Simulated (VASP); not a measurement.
# C (I4_1/amd) in VASP: further runs

The runs below take C through single point, with HSE06.

Program: VASP 6.6.1. These are calculated values, not measurements. Logs are shortened: lines on timing, memory, paths and dates and some standing lists are left out, and cuts for length are marked.

**1. The cell of the first run**

The structure is tetragonal, space group I4_1/amd (No. 141). The conventional cell has a = 2.467 Å, b = 2.467 Å, c = 3.576 Å, α = 90.00°, β = 90.00°, γ = 90.00°. C (site symmetry -4m2) has 4 C at 1.52 Å within 2.0 Å.

**2. Single point, HSE06 (epitaxial xy strain -2.0%)**

Contents of POSCAR:

```
C
1.0
    0.0000000000      1.7445216597      1.7880464072
    1.7445216597      0.0000000000      1.7880464072
    1.7445216597      1.7445216597      0.0000000000
C
2
Direct
    0.0000000000      0.0000000000      0.0000000000
    0.2500000000      0.2500000000      0.2500000000
```

Contents of INCAR.step1:

```
ALGO = Normal ; EDIFF = 1E-5
ENCUT = 520 ; GGA = PE
ISIF = 2 ; ISMEAR = 0
LASPH = True ; LCHARG = False
LREAL = False ; LWAVE = True
NBANDS = 11 ; NELM = 60
PREC = Accurate ; SIGMA = 0.01
```

Contents of INCAR.step2:

```
ALGO = Normal ; EDIFF = 1E-6
ENCUT = 520 ; GGA = PE
HFSCREEN = 0.2079 ; ISIF = 2
ISMEAR = 0 ; ISTART = 1
LASPH = True ; LCHARG = False
LHFCALC = True ; LREAL = False
LWAVE = False ; NBANDS = 11
NELM = 60 ; PREC = Accurate
PRECFOCK = Normal ; SIGMA = 0.01
```

Contents of KPOINTS:

```
k-points
0
Gamma
  8 8 8
```

Potentials or basis: VASP PAW PBE potentials, release 64 (C).

The run is started by

```console
> cat potpaw_PBE.64/C/POTCAR > POTCAR
> cp INCAR.step1 INCAR
> mpirun -np 1 vasp_std > vasp.out
> cp INCAR.step2 INCAR
> mpirun -np 1 vasp_std > vasp.out
```

OUTCAR:

```text
EDIFF = 1E-6
   ENCUT = 520
   GGA = PE
   HFSCREEN = 0.2079
   ISIF = 2
   ISMEAR = 0
   ISTART = 1
   LASPH = True
   LHFCALC = True
   LREAL = False
   NELM = 60
   PREC = Accurate
   PRECFOCK = Normal

 ion  position               nearest neighbor table
   1  0.000  0.000  0.000-   2 1.52   2 1.52   2 1.52   2 1.52
   2  0.250  0.250  0.250-   1 1.52   1 1.52   1 1.52   1 1.52

  LATTYP: Found a body centered tetragonal cell.
 ALAT       =     2.4671261910
 C/A-ratio  =     1.4494973250

  Lattice vectors:

 A1 = (  -1.7445216597,   0.0000000000,   1.7880464072)
 A2 = (   1.7445216597,   0.0000000000,   1.7880464072)
 A3 = (   0.0000000000,   1.7445216597,  -1.7880464072)

Analysis of symmetry for initial positions (statically):
=====================================================================
 Subroutine PRICEL returns:
 Original cell was already a primitive cell.

 Routine SETGRP: Setting up the symmetry group for a
 body centered tetragonal supercell.

 Subroutine GETGRP returns: Found 16 space group operations
 (whereof  8 operations were pure point group operations)
 out of a pool of 16 trial point group operations.

The static configuration has the point symmetry D_2d.
 The point group associated with its full space group is D_4h.

Analysis of symmetry for dynamics (positions and initial velocities):
=====================================================================
 Subroutine PRICEL returns:
 Original cell was already a primitive cell.

 Routine SETGRP: Setting up the symmetry group for a
 body centered tetragonal supercell.

 Subroutine GETGRP returns: Found 16 space group operations
 (whereof  8 operations were pure point group operations)
 out of a pool of 16 trial point group operations.

The dynamic configuration has the point symmetry D_2d.
 The point group associated with its full space group is D_4h.

 Subroutine INISYM returns: Found 16 space group operations
 (whereof  8 operations are pure point group operations),
 and found     1 'primitive' translations

----------------------------------------------------------------------------------------

                                     Primitive cell

  volume of cell :      10.8833

  direct lattice vectors                    reciprocal lattice vectors
     0.000000000  1.744521660  1.788046407    -0.286611517  0.286611517  0.279634800
     1.744521660  0.000000000  1.788046407     0.286611517 -0.286611517  0.279634800
     1.744521660  1.744521660  0.000000000     0.286611517  0.286611517 -0.279634800

  length of vectors
     2.498092427  2.498092427  2.467126191     0.492430650  0.492430650  0.492430650

  position of ions in fractional coordinates (direct lattice)
     0.000000000  0.000000000  0.000000000
     0.250000000  0.250000000  0.250000000

  ion indices of the primitive-cell ions
   primitive index   ion index
                 1           1
                 2           2

----------------------------------------------------------------------------------------

 KPOINTS: k-points

Automatic generation of k-mesh.
 Grid dimensions read from file:
 generate k-points for:    8    8    8

 Generating k-lattice:

  Cartesian coordinates                     Fractional coordinates (reciprocal lattice)
    -0.035826440  0.035826440  0.034954350     0.125000000  0.000000000  0.000000000
     0.035826440 -0.035826440  0.034954350     0.000000000  0.125000000  0.000000000
     0.035826440  0.035826440 -0.034954350    -0.000000000 -0.000000000  0.125000000

  Length of vectors
     0.061553831  0.061553831  0.061553831

  Shift w.r.t. Gamma in fractional coordinates (k-lattice)
     0.000000000  0.000000000  0.000000000

 Subroutine IBZKPT returns following result:
 ===========================================

 Found     59 irreducible k-points:

 Following reciprocal coordinates:
            Coordinates               Weight
  0.000000  0.000000  0.000000      1.000000
  0.125000  0.000000  0.000000      8.000000
  0.250000  0.000000  0.000000      8.000000
  0.375000  0.000000  0.000000      8.000000
  0.500000  0.000000  0.000000      4.000000
  0.125000  0.125000  0.000000      2.000000
[... 16 lines left out ...]
  0.250000  0.000000  0.125000     16.000000
  0.375000  0.000000  0.125000     16.000000
 [... further k-points ...]
   k-points           NKPTS =     59   k-points in BZ     NKDIM =    512   number of bands    NBANDS=     11
   number of dos      NEDOS =    301   number of ions     NIONS =      2
   total plane-waves  NPLWV =   7200
   dimension x,y,z NGX =    20 NGY =   20 NGZ =   18
   dimension x,y,z NGXF=    40 NGYF=   40 NGZF=   36
   ions per type =               2
   NGX,Y,Z   is equivalent  to a cutoff of  13.31, 13.31, 12.13 a.u.
   NGXF,Y,Z  is equivalent  to a cutoff of  26.62, 26.62, 24.26 a.u.
 SYSTEM =  unknown system
   PREC   = accura    normal or accurate (medium, high low for compatibility)
   ISTART =      1    job   : 0-new  1-cont  2-samecut
   ICHARG =      0    charge: 1-file 2-atom 10-const
   ISPIN  =      1    spin polarized calculation?
   LNONCOLLINEAR =      F non collinear calculations
   LSORBIT =      F    spin-orbit coupling
   LASPH  =      T    aspherical Exc in radial PAW
   ENCUT  =  520.0 eV  38.22 Ry    6.18 a.u.   4.64  4.64  4.59*2*pi/ulx,y,z
   NELM   =     60;   NELMIN=  2; NELMDL=  0     # of ELM steps
   EDIFF  = 0.1E-05   stopping-criterion for ELM
   LREAL  =      F    real-space projection
   EDIFFG = 0.1E-04   stopping-criterion for IOM
   NSW    =      0    number of steps for IOM
   IBRION =     -1    ionic relax: 0-MD 1-quasi-New 2-CG
   NFREE  =      0    steps in history (QN), initial steepest desc. (CG)
   ISIF   =      2    stress and relaxation
   ISYM   =      3    0-nonsym 1-usesym 2-fastsym
   POTIM  = 0.5000    time-step for ionic-motion
   TEBEG  =    0.0;   TEEND  =   0.0 temperature during run
   PSTRESS=    0.0 pullay stress
   NELECT =       8.0000    total number of electrons
   NUPDOWN=      -1.0000    fix difference up-down
   EMIN   =  10.00;   EMAX   =-10.00  energy-range for DOS
   EFERMI =   0.00;   METHOD = LEGACY
   ISMEAR =     0;   SIGMA  =   0.01  broadening in eV -4-tet -1-fermi 0-gaus
   EFERMI_NEDOS =   21; number of points for ismear=-14 and -15
   IALGO  =     38    algorithm
   IMIX   =      1    mixing-type and parameters
     AMIX     =   0.40;   BMIX     =  1.00
     AMIX_MAG =   1.60;   BMIX_MAG =  1.00
  volume/ion in A,a.u.               =       5.44        36.72
  Fermi-wavevector in a.u.,A,eV,Ry     =   1.477467  2.792007 29.700258  2.182907
  Thomas-Fermi vector in A             =   2.591867
   LORBIT       =      0    0 simple, 1 ext, 2 COOP (PROOUT), +10 PAW based schemes
   GGA     = PE    functional components
   LHFCALC =     T    Hartree Fock is set to
   PRECFOCK=normal    Normal, Fast or Accurate (Low or Medium for compatibility)
   ENCUT4O =  -1.0   cutoff for four orbital integrals eV
   NKREDX  =     1    reduce k-point grid by
   NKREDY  =     1    reduce k-point grid by
   NKREDZ  =     1    reduce k-point grid by
   AEXX    =    0.2500 exact exchange contribution
   HFSCREEN=    0.2079 screening length (either q_TF or 0.3 A-1)
   HFSCREENC=   0.2079 screening length for correlation (either q_TF or 0.3 A-1)
   ENCUTFOCK=  -1.0 apply spherical cutoff to Coloumb kernel
   IVDW    =     0    specifies the selected vdW correction
   LEPSILON=     F    determine dielectric tensor
   LRPA    =     F    only Hartree local field effects (RPA)
 non-spin polarized calculation
 Gauss-broadening in eV      SIGMA  =   0.01
  energy-cutoff  :      520.00
  volume of cell :       10.88
 maximum number of plane-waves:       306
  NGX = 14; NGY = 14; NGZ = 14

 number of electron       8.0000000 magnetization

 Free energy of the ion-electron system (eV)
  ---------------------------------------------------
  ext. energy  EPLUGINS =         0.00000000
  ---------------------------------------------------
  free energy    TOTEN  =       -21.02679415 eV

  energy without entropy =      -21.02679415  energy(sigma->0) =      -21.02679415

 E-fermi :  10.0334     XC(G=0): -10.9837

 val. band max:        9.8535916826   @ k =   0.0000   0.0000   0.0000
 cond. band min:      14.8933339373   @ k =   0.3750   0.0000   0.3750
 fundamental gap:      5.0397422547
 Fermi energy:        10.0333596957

 k-point     1 :       0.0000    0.0000    0.0000
  band No.  band energies     occupation
      1     -14.4130      2.00000
      2       9.4410      2.00000
      3       9.8536      2.00000
      4       9.8536      2.00000
      5      16.7124      0.00000
      6      16.7124      0.00000
      7      17.0331      0.00000
      8      25.9736      0.00000
      9      31.1381      0.00000
     10      37.7246      0.00000
     11      38.5853      0.00000

 k-point     2 :       0.1250    0.0000    0.0000
  band No.  band energies     occupation
      1     -13.9322      2.00000
      2       7.0175      2.00000
      3       8.8481      2.00000
      4       9.1462      2.00000
      5      17.6896      0.00000
      6      17.7554      0.00000
      7      18.3505      0.00000
      8      26.2957      0.00000
      9      31.8839      0.00000
     10      34.6786      0.00000
     11      35.6579      0.00000

 k-point     3 :       0.2500    0.0000    0.0000
  band No.  band energies     occupation
      1     -12.5024      2.00000
      2       2.2929      2.00000
      3       7.5549      2.00000
      4       7.9442      2.00000
      5      19.0744      0.00000
      6      19.2599      0.00000
      7      19.9423      0.00000
      8      27.0663      0.00000
      9      32.7165      0.00000
     10      33.9587      0.00000
     11      34.3331      0.00000

 k-point     4 :       0.3750    0.0000    0.0000
  band No.  band energies     occupation
      1     -10.1927      2.00000
      2      -2.3293      2.00000
      3       6.6183      2.00000
      4       7.0832      2.00000
      5      19.5331      0.00000
      6      19.9661      0.00000
      7      20.6888      0.00000
      8      27.6190      0.00000
      9      33.3873      0.00000
     10      36.0150      0.00000
     11      36.1066      0.00000

 k-point     5 :       0.5000    0.0000    0.0000
  band No.  band energies     occupation
      1      -7.9397      2.00000
      2      -5.3916      2.00000
      3       6.2901      2.00000
      4       6.7843      2.00000
      5      19.5522      0.00000
      6      20.0493      0.00000
      7      20.8824      0.00000
      8      27.7103      0.00000
      9      34.2545      0.00000
     10      36.8921      0.00000
     11      38.1899      0.00000
[... 211 lines left out ...]
 k-point    21 :       0.5000    0.5000    0.0000
  band No.  band energies     occupation
      1      -4.9465      2.00000
      2      -4.9465      2.00000
      3       2.8424      2.00000
      4       2.8424      2.00000
      5      16.1274      0.00000
      6      16.1274      0.00000
      7      29.5141      0.00000
      8      29.5141      0.00000
      9      35.8261      0.00000
     10      35.8261      0.00000
     11      45.0316      0.00000

 k-point    22 :       0.1250    0.0000    0.1250
  band No.  band energies     occupation
      1     -13.7617      2.00000
      2       7.5828      2.00000
      3       7.8516      2.00000
      4       8.3909      2.00000
      5      16.2102      0.00000
      6      19.0672      0.00000
      7      19.6063      0.00000
      8      25.6920      0.00000
      9      32.2663      0.00000
     10      32.9542      0.00000
     11      38.7803      0.00000

 k-point    23 :       0.2500    0.0000    0.1250
  band No.  band energies     occupation
      1     -12.6383      2.00000
      2       3.9668      2.00000
      3       6.3795      2.00000
      4       7.5671      2.00000
      5      16.9093      0.00000
      6      20.7829      0.00000
      7      21.4726      0.00000
      8      24.7870      0.00000
      9      32.6490      0.00000
     10      33.3440      0.00000
     11      37.4886      0.00000

 k-point    24 :       0.3750    0.0000    0.1250
  band No.  band energies     occupation
      1     -10.6056      2.00000
      2      -0.6010      2.00000
      3       5.5893      2.00000
      4       6.2892      2.00000
      5      18.1828      0.00000
      6      21.4904      0.00000
      7      22.3309      0.00000
      8      25.2862      0.00000
      9      33.3029      0.00000
     10      34.5503      0.00000
     11      38.3528      0.00000

 [... further k-points ...]

------------------------ aborting loop because EDIFF is reached ----------------------------------------

  FORCE on cell =-STRESS in cart. coord.  units (eV):
  Direction    XX          YY          ZZ          XY          YZ          ZX
  --------------------------------------------------------------------------------------
  -------------------------------------------------------------------------------------
  Total        1.4385739      1.4385739     -0.3186945      0.0000000      0.0000000      0.0000000
  in kB      211.7781919    211.7781919    -46.9162807      0.0000000      0.0000000      0.0000000
  external PRESSURE =     125.5467010 kB  Pullay stress =       0.0000000 kB

 VOLUME and BASIS-vectors are now :
 -----------------------------------------------------------------------------
  energy-cutoff  :      520.00
  volume of cell :       10.88
      direct lattice vectors                 reciprocal lattice vectors
     0.000000000  1.744521660  1.788046407    -0.286611517  0.286611517  0.279634800
     1.744521660  0.000000000  1.788046407     0.286611517 -0.286611517  0.279634800
     1.744521660  1.744521660  0.000000000     0.286611517  0.286611517 -0.279634800

 POSITION                                       TOTAL-FORCE (eV/Angst)
 -----------------------------------------------------------------------------------
      0.00000      0.00000      0.00000         0.000000      0.000000      0.000000
      0.87226      0.87226      0.89402        -0.000000     -0.000000      0.000000
 -----------------------------------------------------------------------------------
    total drift:                                0.000000     -0.000000      0.000000

  FREE ENERGIE OF THE ION-ELECTRON SYSTEM (eV)
  ---------------------------------------------------
  free  energy   TOTEN  =       -21.0267941502 eV

  energy  without entropy=      -21.0267941502  energy(sigma->0) =      -21.02679415
```

Wall time 5.6 min (1 thread of Intel Xeon 6975P-C (Granite Rapids), shared host); peak memory 0.22 GiB.

What came out:

* Free energy: -21.0268 eV
* Pressure: 12.6 GPa
* Band gap on the k mesh: 5.04 eV (least direct gap 6.86 eV)

Levels at points of the mesh, in eV from the valence-band top:
| k point | band 2 | band 3 | band 4 | band 5 | band 6 | band 7 |
| --- | --- | --- | --- | --- | --- | --- |
| (0.00, 0.00, 0.00) | -0.41 | 0.00 | 0.00 | 6.86 | 6.86 | 7.18 |
| (0.50, 0.00, 0.00) | -15.25 | -3.56 | -3.07 | 9.70 | 10.20 | 11.03 |
| (0.50, 0.50, 0.00) | -14.80 | -7.01 | -7.01 | 6.27 | 6.27 | 19.66 |
| (0.50, 0.00, 0.50) | -14.38 | -7.41 | -7.41 | 5.67 | 5.67 | 19.76 |

Caveat: the cell differs from its parent crystal (epitaxial xy strain -2.0%); the stress differs along the axes, from -5 to 21 GPa; the PAW data sets were made with another functional, which shifts forces and pressure a little.

(Part 1 of 2 ends here.)
